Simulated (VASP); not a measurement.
# Sn3Te (Pm-3m) in VASP: notebook

Runs on Sn3Te. Level: LDA. Tasks: single point.

All numbers are computed with VASP 6.6.1; they aren't measurements. Logs are shortened: lines on timing, memory, paths and dates and some standing lists are left out, and cuts for length are marked.

### 1 The cell of the first run

The structure is cubic, space group Pm-3m (No. 221). Conventional cell: a = 4.800 Å, b = 4.800 Å, c = 4.800 Å, α = 90.00°, β = 90.00°, γ = 90.00°. Within 4.5 Å of Te (site symmetry m-3m) lie 12 Sn at 3.39 Å. Sn (site symmetry 4/mmm) has 4 Te at 3.39 Å and 8 Sn at 3.39 Å within 4.5 Å.

### 2 Single point, LDA (volume scaled by 0.96)

Input file INCAR:

```
PREC = Accurate
ENCUT = 520
EDIFF = 1E-6
ISMEAR = -1
SIGMA = 0.05
LREAL = False
LASPH = True
NELM = 80
ALGO = Normal
ISIF = 2
LWAVE = False
LCHARG = False
NBANDS = 32
```

Input file KPOINTS:

```
Automatic mesh
0
Gamma
  6 6 6
```

Input file POSCAR:

```
Sn3Te
1.0
    4.7998622902      0.0000000000      0.0000000000
    0.0000000000      4.7998622902      0.0000000000
    0.0000000000      0.0000000000      4.7998622902
Te Sn
1 3
Direct
    0.0000000000      0.0000000000      0.0000000000
    0.0000000000      0.5000000000      0.5000000000
    0.5000000000      0.0000000000      0.5000000000
    0.5000000000      0.5000000000      0.0000000000
```

Potentials or basis: VASP PAW LDA potentials, release 64 (Te, Sn_d).

Run with:

```console
$ cat potpaw_LDA.64/Te/POTCAR potpaw_LDA.64/Sn_d/POTCAR > POTCAR
$ mpirun -np 1 vasp_std > vasp.out
```

OUTCAR:

```text
PREC = Accurate
   ENCUT = 520
   EDIFF = 1E-6
   ISMEAR = -1
   LREAL = False
   LASPH = True
   NELM = 80
   ISIF = 2

 ion  position               nearest neighbor table
   1  0.000  0.000  0.000-   2 3.39   3 3.39   4 3.39   2 3.39   3 3.39   2 3.39   4 3.39   2 3.39
                             3 3.39   4 3.39   3 3.39   4 3.39
   2  0.000  0.500  0.500-   1 3.39   3 3.39   4 3.39   1 3.39   4 3.39   1 3.39   3 3.39   1 3.39
                             3 3.39   4 3.39   4 3.39   3 3.39
   3  0.500  0.000  0.500-   1 3.39   2 3.39   4 3.39   1 3.39   4 3.39   2 3.39   4 3.39   4 3.39
                             1 3.39   2 3.39   1 3.39   2 3.39
   4  0.500  0.500  0.000-   1 3.39   2 3.39   3 3.39   2 3.39   3 3.39   1 3.39   3 3.39   3 3.39
                             1 3.39   2 3.39   2 3.39   1 3.39

  LATTYP: Found a simple cubic cell.
 ALAT       =     4.7998622902

  Lattice vectors:

 A1 = (   4.7998622902,   0.0000000000,   0.0000000000)
 A2 = (   0.0000000000,   4.7998622902,   0.0000000000)
 A3 = (   0.0000000000,   0.0000000000,   4.7998622902)

Analysis of symmetry for initial positions (statically):
=====================================================================
 Subroutine PRICEL returns:
 Original cell was already a primitive cell.

 Routine SETGRP: Setting up the symmetry group for a
 simple cubic supercell.

 Subroutine GETGRP returns: Found 48 space group operations
 (whereof 48 operations were pure point group operations)
 out of a pool of 48 trial point group operations.

The static configuration has the point symmetry O_h .

Analysis of symmetry for dynamics (positions and initial velocities):
=====================================================================
 Subroutine PRICEL returns:
 Original cell was already a primitive cell.

 Routine SETGRP: Setting up the symmetry group for a
 simple cubic supercell.

 Subroutine GETGRP returns: Found 48 space group operations
 (whereof 48 operations were pure point group operations)
 out of a pool of 48 trial point group operations.

The dynamic configuration has the point symmetry O_h .

 Subroutine INISYM returns: Found 48 space group operations
 (whereof 48 operations are pure point group operations),
 and found     1 'primitive' translations

----------------------------------------------------------------------------------------

                                     Primitive cell

  volume of cell :     110.5825
[... 87 lines left out ...]
   NELM   =     80;   NELMIN=  2; NELMDL= -5     # of ELM steps
   EDIFF  = 0.1E-05   stopping-criterion for ELM
   LREAL  =      F    real-space projection
   EDIFFG = 0.1E-04   stopping-criterion for IOM
   NSW    =      0    number of steps for IOM
   IBRION =     -1    ionic relax: 0-MD 1-quasi-New 2-CG
   NFREE  =      0    steps in history (QN), initial steepest desc. (CG)
   ISIF   =      2    stress and relaxation
   ISYM   =      2    0-nonsym 1-usesym 2-fastsym
   POTIM  = 0.5000    time-step for ionic-motion
   TEBEG  =    0.0;   TEEND  =   0.0 temperature during run
   PSTRESS=    0.0 pullay stress
   NELECT =      48.0000    total number of electrons
   NUPDOWN=      -1.0000    fix difference up-down
   EMIN   =  10.00;   EMAX   =-10.00  energy-range for DOS
   EFERMI =   0.00;   METHOD = LEGACY
   ISMEAR =    -1;   SIGMA  =   0.05  broadening in eV -4-tet -1-fermi 0-gaus
   EFERMI_NEDOS =   21; number of points for ismear=-14 and -15
   IALGO  =     38    algorithm
   IMIX   =      4    mixing-type and parameters
     AMIX     =   0.40;   BMIX     =  1.00
     AMIX_MAG =   1.60;   BMIX_MAG =  1.00
  volume/ion in A,a.u.               =      27.65       186.56
  Fermi-wavevector in a.u.,A,eV,Ry     =   1.239538  2.342387 20.904728  1.536454
  Thomas-Fermi vector in A             =   2.374017
   LORBIT       =      0    0 simple, 1 ext, 2 COOP (PROOUT), +10 PAW based schemes
   GGA     = CA    functional components
   LHFCALC =     F    Hartree Fock is set to
   AEXX    =    0.0000 exact exchange contribution
   IVDW    =     0    specifies the selected vdW correction
   LEPSILON=     F    determine dielectric tensor
   LRPA    =     F    only Hartree local field effects (RPA)
 non-spin polarized calculation
  energy-cutoff  :      520.00
  volume of cell :      110.58
 maximum number of plane-waves:      3016
 NGX is ok and might be reduce to    36
   NGX = 17   NGY = 17   NGZ = 17

 number of electron      48.0000052 magnetization

 Free energy of the ion-electron system (eV)
  ---------------------------------------------------
  ext. energy  EPLUGINS =         0.00000000
  ---------------------------------------------------
  free energy    TOTEN  =       -16.98466842 eV

  energy without entropy =      -16.95978860  energy(sigma->0) =      -16.97222851

 E-fermi :   7.8687     XC(G=0): -10.4736

 val. band max:        7.8544383546   @ k =   0.1667   0.0000   0.0000
 cond. band min:       7.8934665253   @ k =   0.3333   0.0000   0.0000
 fundamental gap:      0.0390281708
 Fermi energy:         7.8686973377

 k-point     1 :       0.0000    0.0000    0.0000
  band No.  band energies     occupation
      1     -13.6691      2.00000
      2     -13.6691      2.00000
      3     -13.6691      2.00000
      4     -13.6391      2.00000
      5     -13.6391      2.00000
      6     -13.6269      2.00000
[... 689 lines left out ...]
     31      13.4733      0.00000
     32      15.9669      0.00000

------------------------ aborting loop because EDIFF is reached ----------------------------------------

  FORCE on cell =-STRESS in cart. coord.  units (eV):
  Direction    XX          YY          ZZ          XY          YZ          ZX
  --------------------------------------------------------------------------------------
  -------------------------------------------------------------------------------------
  Total       -1.2034578     -1.2034578     -1.2034578      0.0000000     -0.0000000      0.0000000
  in kB      -17.4363310    -17.4363310    -17.4363310      0.0000000     -0.0000000      0.0000000
  external PRESSURE =     -17.4363310 kB  Pullay stress =       0.0000000 kB

 VOLUME and BASIS-vectors are now :
 -----------------------------------------------------------------------------
  energy-cutoff  :      520.00
  volume of cell :      110.58
      direct lattice vectors                 reciprocal lattice vectors
     4.799862290  0.000000000  0.000000000     0.208339310  0.000000000  0.000000000
     0.000000000  4.799862290  0.000000000     0.000000000  0.208339310  0.000000000
     0.000000000  0.000000000  4.799862290     0.000000000  0.000000000  0.208339310

 POSITION                                       TOTAL-FORCE (eV/Angst)
 -----------------------------------------------------------------------------------
      0.00000      0.00000      0.00000         0.000000      0.000000      0.000000
      0.00000      2.39993      2.39993         0.000000      0.000000      0.000000
      2.39993      0.00000      2.39993         0.000000      0.000000      0.000000
      2.39993      2.39993      0.00000         0.000000      0.000000      0.000000
 -----------------------------------------------------------------------------------
    total drift:                                0.000000      0.000000      0.000000

  FREE ENERGIE OF THE ION-ELECTRON SYSTEM (eV)
  ---------------------------------------------------
  free  energy   TOTEN  =       -16.9846684249 eV

  energy  without entropy=      -16.9597886009  energy(sigma->0) =      -16.97222851
```

OSZICAR:

```text
N       E                     dE             d eps       ncg     rms          rms(c)
DAV:   1     0.438541795930E+03    0.43854E+03   -0.23024E+04  1328   0.211E+03
DAV:   2     0.388980906281E+02   -0.39964E+03   -0.38869E+03  1280   0.537E+02
DAV:   3    -0.146938719415E+02   -0.53592E+02   -0.51887E+02  1560   0.171E+02
DAV:   4    -0.169623122802E+02   -0.22684E+01   -0.22639E+01  1424   0.377E+01
DAV:   5    -0.170463335178E+02   -0.84021E-01   -0.84017E-01  1896   0.738E+00    0.726E+00
DAV:   6    -0.170007982706E+02    0.45535E-01   -0.54008E-02  1568   0.227E+00    0.441E+00
DAV:   7    -0.169853795548E+02    0.15419E-01   -0.53543E-02  1552   0.194E+00    0.244E-01
DAV:   8    -0.169846492682E+02    0.73029E-03   -0.90373E-03  1504   0.105E+00    0.160E-01
DAV:   9    -0.169846734443E+02   -0.24176E-04   -0.42707E-04  1992   0.155E-01    0.722E-02
DAV:  10    -0.169846686030E+02    0.48413E-05   -0.29484E-05  1592   0.473E-02    0.125E-02
DAV:  11    -0.169846684249E+02    0.17808E-06   -0.22534E-06  1208   0.150E-02
   1 F= -.16984668E+02 E0= -.16972229E+02  d E =-.248798E-01
```

Run time: 18 s. Hardware: 1 thread of Intel Xeon 6975P-C (Granite Rapids), shared host; peak memory 0.2 GiB.

Results:

```yaml
Free_energy: -16.9847 eV
Pressure: -1.7 GPa
Band_gap_on_the_k_mesh: zero (band 24 reaches 10.85 eV, above the bottom of band 25 at 7.47 eV)
```

Caveat: the cell differs from its parent crystal (volume scaled by 0.96); spin-orbit coupling is left out, which moves the levels of the heavy elements.

### 3 Single point, LDA (volume scaled by 0.98)

Input file INCAR:

```
SYSTEM = Sn3Te
PREC     = Accurate       ! precision mode
ENCUT    = 520            ! plane-wave cutoff, eV
EDIFF    = 1E-6           ! SCF threshold, eV
ISMEAR   = -1             ! smearing method
SIGMA    = 0.05           ! smearing width, eV
LREAL    = .FALSE.        ! projectors in reciprocal space
LASPH    = .TRUE.         ! aspherical terms in the spheres
NELM     = 100            ! most SCF steps
ALGO     = Normal         ! electronic algorithm
ISIF     = 2              ! what is computed and relaxed
LWAVE    = .FALSE.        ! write WAVECAR
LCHARG   = .FALSE.        ! write CHGCAR
NBANDS   = 32             ! bands
```

Input file KPOINTS:

```
regular mesh
0
G
  6 6 6
  0 0 0
```

Input file POSCAR:

```
Sn3Te
1.0
    4.8329658348      0.0000000000      0.0000000000
    0.0000000000      4.8329658348      0.0000000000
    0.0000000000      0.0000000000      4.8329658348
Te Sn
1 3
Direct
    0.0000000000      0.0000000000      0.0000000000
    0.0000000000      0.5000000000      0.5000000000
    0.5000000000      0.0000000000      0.5000000000
    0.5000000000      0.5000000000      0.0000000000
```

Potentials or basis: VASP PAW LDA potentials, release 64 (Te, Sn_d).

Run with:

```console
$ cat potpaw_LDA.64/Te/POTCAR potpaw_LDA.64/Sn_d/POTCAR > POTCAR
$ mpirun -np 1 vasp_std > vasp.out
```

It took 20 s on 1 thread of Intel Xeon 6975P-C (Granite Rapids), shared host; peak memory 0.2 GiB.

It converged, with:

| Item | Value |
| --- | --- |
| Free energy | -16.9536 eV |
| Pressure | -2.7 GPa |
| Band gap on the k mesh | zero (band 24 reaches 10.51 eV, above the bottom of band 25 at 7.26 eV) |

Levels at points of the mesh, in eV from the Fermi level:
```
           k point  band 21  band 22  band 23  band 24  band 25  band 26  band 27  band 28
(0.00, 0.00, 0.00)    -4.25    -4.25     0.42     0.42     0.42     1.91     1.91     1.91
(0.50, 0.00, 0.00)    -3.12    -1.76    -1.76    -1.50    -0.36     1.91     2.14     2.39
(0.50, 0.50, 0.00)    -1.93    -1.93    -1.93    -0.71    -0.11    -0.11     0.11     3.48
(0.50, 0.50, 0.50)    -5.25    -5.25    -4.38     2.89     2.89     2.89     5.39     5.39
```

Caveat: the cell differs from its parent crystal (volume scaled by 0.98); spin-orbit coupling is left out, which moves the levels of the heavy elements.

### 4 Single point, LDA

This run uses another cell than the first one, of 28.80 Å³/atom, 1.042 times its volume.

Input file INCAR:

```
PREC = Accurate ; ENCUT = 520
EDIFF = 1E-6 ; ISMEAR = -1
SIGMA = 0.05 ; LREAL = F
LASPH = T ; NELM = 60
ALGO = Fast ; ISIF = 2
LWAVE = F ; LCHARG = T
GGA = CA ; LELF = T
LVHAR = T ; NBANDS = 32
```

Input file KPOINTS:

```
regular mesh
0
Gamma
  6 6 6
```

Input file POSCAR:

```
Sn3Te
1.0
    4.8656220000      0.0000000000      0.0000000000
    0.0000000000      4.8656220000      0.0000000000
    0.0000000000      0.0000000000      4.8656220000
Te Sn
1 3
Direct
    0.0000000000      0.0000000000      0.0000000000
    0.0000000000      0.5000000000      0.5000000000
    0.5000000000      0.0000000000      0.5000000000
    0.5000000000      0.5000000000      0.0000000000
```

Run with:

```console
$ cat potpaw_LDA.64/Te/POTCAR potpaw_LDA.64/Sn_d/POTCAR > POTCAR
$ mpirun -np 1 vasp_std > vasp.out
```

Wall time 27 s (1 thread of Intel Xeon 6975P-C (Granite Rapids), shared host); peak memory 0.2 GiB.

Results (log left out):

```
Free energy            : -16.9100 eV
Pressure               : -3.4 GPa
Band gap on the k mesh : zero (band 24 reaches 10.19 eV, above the bottom of band 25 at 7.06 eV)
```

Levels at points of the mesh, in eV from the Fermi level:
```tsv
k point	band 21	band 22	band 23	band 24	band 25	band 26	band 27	band 28
(0.00, 0.00, 0.00)	-4.17	-4.17	0.40	0.40	0.40	1.88	1.88	1.88
(0.50, 0.00, 0.00)	-3.06	-1.71	-1.71	-1.48	-0.33	1.82	2.03	2.33
(0.50, 0.50, 0.00)	-1.95	-1.95	-1.91	-0.73	-0.09	-0.09	0.12	3.39
(0.50, 0.50, 0.50)	-5.14	-5.14	-4.28	2.80	2.80	2.80	5.27	5.27
```

Caveat: spin-orbit coupling is left out, which moves the levels of the heavy elements.

### 5 Single point, LDA (volume scaled by 1.02)

Input file INCAR:

```
SYSTEM = Sn3Te
  PREC = Accurate
  ENCUT = 520
  EDIFF = 1E-6
  ISMEAR = -1
  SIGMA = 0.05
  LREAL = .False.
  LASPH = .True.
  NELM = 80
  ALGO = Normal
  ISIF = 2
  LWAVE = .False.
  LCHARG = .False.
  GGA = CA
  NBANDS = 32
```

Input file KPOINTS:

```
regular mesh
0
Gamma
  6 6 6
  0 0 0
```

Input file POSCAR:

```
Sn3Te
1.0
    4.8978456013      0.0000000000      0.0000000000
    0.0000000000      4.8978456013      0.0000000000
    0.0000000000      0.0000000000      4.8978456013
Te Sn
1 3
Direct
    0.0000000000      0.0000000000      0.0000000000
    0.0000000000      0.5000000000      0.5000000000
    0.5000000000      0.0000000000      0.5000000000
    0.5000000000      0.5000000000      0.0000000000
```

Run with:

```console
$ cat potpaw_LDA.64/Te/POTCAR potpaw_LDA.64/Sn_d/POTCAR > POTCAR
$ mpirun -np 1 vasp_std > vasp.out
```

Wall time 22 s (1 thread of Intel Xeon 6975P-C (Granite Rapids), shared host); peak memory 0.21 GiB.

It converged, with:

```yaml
Free_energy: -16.8553 eV
Pressure: -4.2 GPa
Band_gap_on_the_k_mesh: zero (band 24 reaches 9.88 eV, above the bottom of band 25 at 6.87 eV)
```

Levels at points of the mesh, in eV from the Fermi level:
```
           k point  band 21  band 22  band 23  band 24  band 25  band 26  band 27  band 28
(0.00, 0.00, 0.00)    -4.08    -4.08     0.39     0.39     0.39     1.85     1.85     1.85
(0.50, 0.00, 0.00)    -3.00    -1.67    -1.67    -1.46    -0.29     1.73     1.93     2.28
(0.50, 0.50, 0.00)    -1.96    -1.96    -1.89    -0.75    -0.08    -0.08     0.13     3.30
(0.50, 0.50, 0.50)    -5.04    -5.04    -4.20     2.72     2.72     2.72     5.15     5.15
```

Caveat: the cell differs from its parent crystal (volume scaled by 1.02); spin-orbit coupling is left out, which moves the levels of the heavy elements.

### 6 Single point, LDA (volume scaled by 1.04)

Input file INCAR:

```
ALGO = Normal
EDIFF = 1E-6
ENCUT = 520
GGA = CA
ISIF = 2
ISMEAR = -1
LASPH = T
LCHARG = T
LELF = T
LREAL = F
LVHAR = T
LWAVE = F
NBANDS = 32
NELM = 100
PREC = Accurate
SIGMA = 0.05
```

Input file KPOINTS:

```
k-points
0
Gamma
  6 6 6
```

Input file POSCAR:

```
Sn3Te
1.0
    4.9296506847      0.0000000000      0.0000000000
    0.0000000000      4.9296506847      0.0000000000
    0.0000000000      0.0000000000      4.9296506847
Te Sn
1 3
Direct
    0.0000000000      0.0000000000      0.0000000000
    0.0000000000      0.5000000000      0.5000000000
    0.5000000000      0.0000000000      0.5000000000
    0.5000000000      0.5000000000      0.0000000000
```

Potentials or basis: VASP PAW LDA potentials, release 64 (Te, Sn_d).

Run with:

```console
$ cat potpaw_LDA.64/Te/POTCAR potpaw_LDA.64/Sn_d/POTCAR > POTCAR
$ mpirun -np 1 vasp_std > vasp.out
```

Wall time 30 s (1 thread of Intel Xeon 6975P-C (Granite Rapids), shared host); peak memory 0.23 GiB.

Results (log left out):

* Free energy: -16.7906 eV
* Pressure: -4.9 GPa
* Band gap on the k mesh: zero (band 24 reaches 9.58 eV, above the bottom of band 25 at 6.66 eV)

Levels at points of the mesh, in eV from the Fermi level:
```
           k point  band 22  band 23  band 24  band 25  band 26  band 27
(0.00, 0.00, 0.00)    -4.00     0.37     0.37     0.37     1.82     1.82
(0.50, 0.00, 0.00)    -1.63    -1.63    -1.44    -0.26     1.65     1.83
(0.50, 0.50, 0.00)    -1.97    -1.87    -0.77    -0.06    -0.06     0.13
(0.50, 0.50, 0.50)    -4.94    -4.11     2.63     2.63     2.63     5.04
```

Caveat: the cell differs from its parent crystal (volume scaled by 1.04); spin-orbit coupling is left out, which moves the levels of the heavy elements.

### 7 Summary

| cell | gap on the mesh (eV) | pressure (GPa) |
| --- | --- | --- |
| a = 4.800 Å, 4 atoms | none | -1.7 |
| a = 4.833 Å, 4 atoms | none | -2.7 |
| a = 4.866 Å, 4 atoms | none | -3.4 |
| a = 4.898 Å, 4 atoms | none | -4.2 |
| a = 4.930 Å, 4 atoms | none | -4.9 |

Alike in all rows: task single point; level LDA; potentials or basis VASP PAW LDA potentials, release 64 (Te, Sn_d); no spin polarisation; k mesh 6 × 6 × 6; cutoff (eV) 520; smearing fermi-dirac 0.05 eV.

Caveats: spin-orbit coupling is left out, which moves the levels of the heavy elements.

Absolute energies hang on the potentials; compare differences alone.
